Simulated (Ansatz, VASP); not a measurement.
# Be2C: VASP beside Ansatz

The input POSCAR:

```
Be2C
1.0
    0.0000000000      2.1604856385      2.1604856385
    2.1695596782      0.0000000000      2.1604856385
    2.1695596782      2.1604856385      0.0000000000
C Be
1 2
Direct
    0.0000000000      0.0000000000      0.0000000000
    0.2500000000      0.2500000000      0.2500000000
    0.7500000000      0.7500000000      0.7500000000
```

Contents of INCAR.step1:

```
  ALGO = Normal
  EDIFF = 1E-5
  ENCUT = 660
  GGA = PE
  GGA_COMPAT = F
  ISMEAR = 0
  LASPH = T
  LCHARG = F
  LREAL = F
  LWAVE = T
  NBANDS = 11
  NELM = 120
  PREC = Accurate
  SIGMA = 0.01
```

Contents of INCAR.step2:

```
  ALGO = Normal
  EDIFF = 1E-6
  ENCUT = 660
  GGA_COMPAT = F
  ISIF = 2
  ISMEAR = 0
  ISTART = 1
  LASPH = T
  LCHARG = F
  LMIXTAU = T
  LREAL = F
  LWAVE = F
  METAGGA = R2SCAN
  NBANDS = 11
  NELM = 120
  PREC = Accurate
  SIGMA = 0.01
```

The input KPOINTS:

```
k-points
0
Gamma
  10 10 10
```

Input for Ansatz:

```yaml
crystal:
  lattice:
    - [0.0, 2.1604856385, 2.1604856385]
    - [2.1695596782, 0.0, 2.1604856385]
    - [2.1695596782, 2.1604856385, 0.0]
  atoms:
    - { symbol: C, position: [0.0, 0.0, 0.0] }
    - { symbol: Be, position: [0.25, 0.25, 0.25] }
    - { symbol: Be, position: [0.75, 0.75, 0.75] }
kpoints:
  mp_grid: { grid: [10, 10, 10] }
  band_path:
    path:
      - [0.0, 0.0, 0.0]
      - [0.5, 0.0, 0.5]
      - [0.625, 0.25, 0.625]
      - [0.375, 0.375, 0.75]
      - [0.5, 0.5, 0.5]
      - [0.5, 0.25, 0.75]
    npoints: 1
hamiltonian:
  xc: r2scan
scf:
  occupations: { method: fixed }
  n_extra_bands: 4
output:
  forces: true
  stress: true
  eigenvalues: true
```

Change from the starting cell: uniaxial_x strain +0.4%.

Alike in both runs: task single point; functional r2SCAN; k mesh 10 × 10 × 10; no spin polarisation.

|  | VASP | Ansatz |
| --- | --- | --- |
| version | VASP 6.6.1 | Ansatz 0.2.0 |
| potentials or method | VASP PAW PBE potentials, release 64 (C, Be) | plane waves, PAW |
| plane-wave cutoff (eV) | 660 | 500 |
| occupations | gaussian, width 0.01 eV | fixed |
| valence electrons in the cell | 8 | 8 |

```tsv
	VASP	Ansatz	Ansatz less VASP
gap on the k mesh at the Fermi level (eV)	1.49	1.50	+0.005
pressure (GPa)	0.0	-0.9	-0.82
traceless stress, the component that is largest in VASP (GPa)	-1.66	-1.66	-0.004
```

VASP's potentials were made for PBE, not for r2SCAN.
